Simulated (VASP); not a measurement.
# PbS (P-6m2) in VASP: notebook, part 2 of 3

VASP 6.6.1. Earlier steps stand in the parts before.

### 3 Single point, r2SCAN

This run uses another cell than the first one, of 27.44 Å³/atom, 0.935 times its volume.

Input file POSCAR:

```
PbS
1.0
    4.0896976867      0.0000000000      0.0000000000
   -2.0448488433      3.5417820905      0.0000000000
    0.0000000000      0.0000000000      3.7881670000
Pb S
1 1
Direct
    0.0000000000      0.0000000000      0.0000000000
    0.6666666667      0.3333333333      0.5000000000
```

Input file INCAR.step1:

```
ALGO = Normal
EDIFF = 1E-4
ENCUT = 520
GGA = PE
ISMEAR = -1
LASPH = True
LCHARG = False
LREAL = False
LWAVE = True
NBANDS = 17
NELM = 60
PREC = Accurate
SIGMA = 0.05
```

Input file INCAR.step2:

```
ALGO = Normal
EDIFF = 1E-6
ENCUT = 520
ISIF = 2
ISMEAR = -1
ISTART = 1
LASPH = True
LCHARG = False
LMIXTAU = True
LREAL = False
LWAVE = False
METAGGA = R2SCAN
NBANDS = 17
NELM = 60
PREC = Accurate
SIGMA = 0.05
```

Input file KPOINTS:

```
k-points
0
Gamma
  8 8 7
```

Potentials or basis: VASP PAW PBE potentials, release 64 (Pb_d, S).

The run is started by

```console
$ cat potpaw_PBE.64/Pb_d/POTCAR potpaw_PBE.64/S/POTCAR > POTCAR
$ cp INCAR.step1 INCAR
$ mpirun -np 1 vasp_std > vasp.out
$ cp INCAR.step2 INCAR
$ mpirun -np 1 vasp_std > vasp.out
```

OUTCAR:

```text
EDIFF = 1E-6
   ENCUT = 520
   ISIF = 2
   ISMEAR = -1
   ISTART = 1
   LASPH = True
   LREAL = False
   METAGGA = R2SCAN
   NELM = 60
   PREC = Accurate

 ion  position               nearest neighbor table
   1  0.000  0.000  0.000-   2 3.03   2 3.03   2 3.03   2 3.03   2 3.03   2 3.03
   2  0.667  0.333  0.500-   1 3.03   1 3.03   1 3.03   1 3.03   1 3.03   1 3.03

  LATTYP: Found a hexagonal cell.
 ALAT       =     4.0896976867
 C/A-ratio  =     0.9262706660

  Lattice vectors:

 A1 = (   4.0896976867,   0.0000000000,   0.0000000000)
 A2 = (  -2.0448488433,   3.5417820905,   0.0000000000)
 A3 = (   0.0000000000,   0.0000000000,   3.7881670000)

Analysis of symmetry for initial positions (statically):
=====================================================================
 Subroutine PRICEL returns:
 Original cell was already a primitive cell.

 Routine SETGRP: Setting up the symmetry group for a
 hexagonal supercell.

 Subroutine GETGRP returns: Found 12 space group operations
 (whereof 12 operations were pure point group operations)
 out of a pool of 24 trial point group operations.

The static configuration has the point symmetry D_3h.

Analysis of symmetry for dynamics (positions and initial velocities):
[... 153 lines left out ...]
  ---------------------------------------------------
  free energy    TOTEN  =       -65.33828360 eV

  energy without entropy =      -65.33772008  energy(sigma->0) =      -65.33800184

 E-fermi :   5.1181     XC(G=0):  -9.9824

 val. band max:        4.9681682635   @ k =   0.3750   0.2500   0.0000
 cond. band min:       5.3035498985   @ k =   0.3750   0.2500   0.4286
 fundamental gap:      0.3353816350
 Fermi energy:         5.1181325539

 k-point     1 :       0.0000    0.0000    0.0000
  band No.  band energies     occupation
      1     -12.4848      2.00000
      2     -12.4665      2.00000
      3     -12.4665      2.00000
      4     -12.3620      2.00000
      5     -12.3620      2.00000
      6      -8.6807      2.00000
[... 457 lines left out ...]
      4     -12.3990      2.00000
      5     -12.3785      2.00000
      6      -7.3598      2.00000
[... 9 lines left out ...]
     16      16.0186      0.00000
     17      17.7008      0.00000

 [... further k-points ...]
[... 5 lines left out ...]
  --------------------------------------------------------------------------------------
  -------------------------------------------------------------------------------------
  Total       -0.3400482     -0.3400482     -0.3012817     -0.0000000      0.0000000     -0.0000000
  in kB       -9.9290787     -9.9290787     -8.7971334     -0.0000000      0.0000000     -0.0000000
  external PRESSURE =      -9.5517636 kB  Pullay stress =       0.0000000 kB

 VOLUME and BASIS-vectors are now :
 -----------------------------------------------------------------------------
  energy-cutoff  :      520.00
  volume of cell :       54.87
      direct lattice vectors                 reciprocal lattice vectors
     4.089697687  0.000000000  0.000000000     0.244516851  0.141171870  0.000000000
    -2.044848843  3.541782090  0.000000000     0.000000000  0.282343740  0.000000000
     0.000000000  0.000000000  3.788167000     0.000000000  0.000000000  0.263979914

 POSITION                                       TOTAL-FORCE (eV/Angst)
 -----------------------------------------------------------------------------------
      0.00000      0.00000      0.00000        -0.000000      0.000000      0.000000
      2.04485      1.18059      1.89408         0.000000     -0.000000      0.000000
 -----------------------------------------------------------------------------------
    total drift:                               -0.000000      0.000000      0.000000

  FREE ENERGIE OF THE ION-ELECTRON SYSTEM (eV)
  ---------------------------------------------------
  free  energy   TOTEN  =       -65.3382836006 eV

  energy  without entropy=      -65.3377200766  energy(sigma->0) =      -65.33800184
```

OUTCAR.step1:

```text
EDIFF = 1E-4
   ENCUT = 520
   GGA = PE
   ISMEAR = -1
   LASPH = True
[... 701 lines left out ...]
      0.00000      0.00000      0.00000        -0.000000      0.000000      0.000000
      2.04485      1.18059      1.89408         0.000000      0.000000      0.000000
 -----------------------------------------------------------------------------------
    total drift:                               -0.000000      0.000000      0.000000

  FREE ENERGIE OF THE ION-ELECTRON SYSTEM (eV)
  ---------------------------------------------------
  free  energy   TOTEN  =        -8.5232612867 eV

  energy  without entropy=       -8.5219599667  energy(sigma->0) =       -8.52261063
```

Wall time 95 s (1 thread of Intel Xeon Platinum 8488C (Sapphire Rapids), shared host); peak memory 0.19 GiB.

What came out:

```
Free energy            : -65.3383 eV
Pressure               : -1.0 GPa
Band gap on the k mesh : 0.34 eV, indirect (least direct gap 1.92 eV)
```

Stress tensor (GPa, compression positive):
```
-0.99  0.00  0.00
 0.00 -0.99  0.00
 0.00  0.00 -0.88
```

Caveat: the PAW data sets were made with another functional, which shifts forces and pressure a little; spin-orbit coupling is left out, which moves the levels of the heavy elements. A k mesh can miss the band edges.

### 4 Relaxation of cell and atoms, revPBE

This run uses another cell than the first one, of 27.44 Å³/atom, 0.935 times its volume.

Input file INCAR:

```
SYSTEM = PbS
  PREC = Accurate
  ENCUT = 600
  EDIFF = 1E-6
  ISMEAR = -1
  SIGMA = 0.05
  LREAL = .FALSE.
  LASPH = .TRUE.
  NELM = 80
  ALGO = Normal
  ISIF = 3
  LWAVE = .FALSE.
  LCHARG = .FALSE.
  GGA = RE
  IBRION = 2
  NSW = 60
  EDIFFG = -0.01
```

Input file KPOINTS:

```
regular mesh
0
G
  8 8 7
  0 0 0
```

POSCAR is that of step 3.

The run is started by

```console
$ cat potpaw_PBE.64/Pb_d/POTCAR potpaw_PBE.64/S/POTCAR > POTCAR
$ mpirun -np 1 vasp_std > vasp.out
```

It took 82 s on 1 thread of Intel Xeon Platinum 8488C (Sapphire Rapids), shared host; peak memory 0.22 GiB.

It converged, with:

```yaml
Free_energy: -7.9433 eV
Relaxed_volume: 28.21 Å³/atom
Relaxed_cell: a = 4.135 Å, b = 4.135 Å, c = 3.810 Å, α = 90.00°, β = 90.00°, γ = 120.00°
Space_group_after_relaxing_to_0.05_Å: P-6m2 (No. 187)
Energy_gained_by_relaxing: 3.1 meV/atom
Ionic_steps: 5
Pressure_after_relaxing: 0.0 GPa
Band_gap_on_the_k_mesh: 0.39 eV, indirect (least direct gap 1.67 eV)
```

Step by step:
```tsv
step	energy change (eV)	largest force (eV/Å)	pressure (GPa)	volume (Å³)
1	0.0000	0.0000	1.33	54.87
2	-0.0056	0.0000	-0.30	56.70
3	-0.0060	0.0000	0.01	56.34
4	-0.0062	0.0000	0.00	56.38
5	-0.0063	0.0000	0.00	56.42
```

Final structure:
```
Pb S
1.0
     4.13493    0.00000    0.00000
    -2.06747    3.58096    0.00000
     0.00000    0.00000    3.81033
Pb S
1 1
Cartesian
  0.0000 0.0000 0.0000
  2.0675 1.1937 1.9052
```

Levels at points of the mesh, in eV from the valence-band top:
| k point | band 8 | band 9 | band 10 | band 11 | band 12 | band 13 |
| --- | --- | --- | --- | --- | --- | --- |
| (0.00, 0.00, 0.00) | -1.89 | -1.50 | -1.50 | 3.56 | 3.56 | 5.51 |
| (0.50, 0.00, 0.00) | -2.46 | -1.60 | -0.97 | 2.07 | 4.08 | 5.29 |

Caveat: the PAW data sets were made with another functional, which shifts forces and pressure a little; spin-orbit coupling is left out, which moves the levels of the heavy elements. A k mesh can miss the band edges.

(Part 2 of 3 ends here.)
